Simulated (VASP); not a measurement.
Wanted: the native input for a VASP 6.6.1 run.

- Task: single point
- Functional: PBE
- Dispersion: D3(BJ)
- Potentials or basis: VASP PAW PBE potentials, release 64 (C, H)
- Cutoff: 520 eV
- k mesh: 6 × 4 × 1
- Occupations: gaussian, width 0.1 eV
- Spin: no spin polarisation
- Dipole correction: yes
- Further INCAR settings: LREAL = Auto; ALGO = Fast; EDIFF = 1e-06; NBANDS = 56

The structure of HC20 lies in POSCAR:

```
HC20
1.0
    4.9292027291      0.0000000000      0.0000000000
    0.0000000000      6.8054113579      0.0000000000
    0.0000000000      0.0000000000     22.2346643469
C H
20 1
Direct
    0.3122885183      0.2500141188      0.1798992752
    0.8122885183      0.2500141188      0.1798992752
    0.0622635010      0.2500141188      0.2119095571
    0.5622635010      0.2500141188      0.2119095571
    0.1871989222      0.7499858812      0.2279080302
    0.6871989222      0.7499858812      0.2279080302
    0.4371739048      0.7499858812      0.2599183120
    0.9371739048      0.7499858812      0.2599183120
    0.0621093260      0.2500141188      0.2759167852
    0.5621093260      0.2500141188      0.2759167852
    0.3120409925      0.2500133946      0.3071026518
    0.8120409925      0.2500133946      0.3071026518
    0.4371093881      0.7499905632      0.3309339292
    0.9371093881      0.7499905632      0.3309339292
    0.1866551682      0.7499900467      0.3565506911
    0.6866551682      0.7499900467      0.3565506911
    0.3119519864      0.2500147752      0.3740490919
    0.8119519864      0.2500147752      0.3740490919
    0.0621664184      0.2500173699      0.4018349100
    0.5621664184      0.2500173699      0.4018349100
    0.3121664184      0.4166840366      0.5502518120
```

One way to write it, as run:

INCAR

```
SYSTEM = HC20
PREC = Accurate ; ENCUT = 520
EDIFF = 1E-6 ; ISMEAR = 0
SIGMA = 0.1 ; LREAL = Auto
LASPH = .TRUE. ; NELM = 100
ALGO = Fast ; ISIF = 2
LWAVE = .FALSE. ; LCHARG = .FALSE.
LDIPOL = .TRUE. ; IDIPOL = 3
DIPOL = 0.5 0.5 0.305 ; GGA = PE
IVDW = 12 ; NBANDS = 56
```

KPOINTS

```
Automatic mesh
0
G
  6 4 1
  0 0 0
```

Potentials or basis: VASP PAW PBE potentials, release 64 (C, H).

Command:

```sh
$ cat potpaw_PBE.64/C/POTCAR potpaw_PBE.64/H/POTCAR > POTCAR
$ mpirun -np 1 vasp_std > vasp.out
```

It gave:

* Largest force: 3.419 eV/Å
* Band gap on the k mesh: zero (an odd number of electrons rules out a gap without spin polarisation)
* Dispersion energy per atom: -0.103 eV

Caveat: an odd number of electrons without spin polarisation forces a metal; a magnetic or distorted state may lie lower.

Run time: 32 min on 1 thread of Oxide Virtual Turin-like Processor (shared host), peak memory 0.86 GiB.
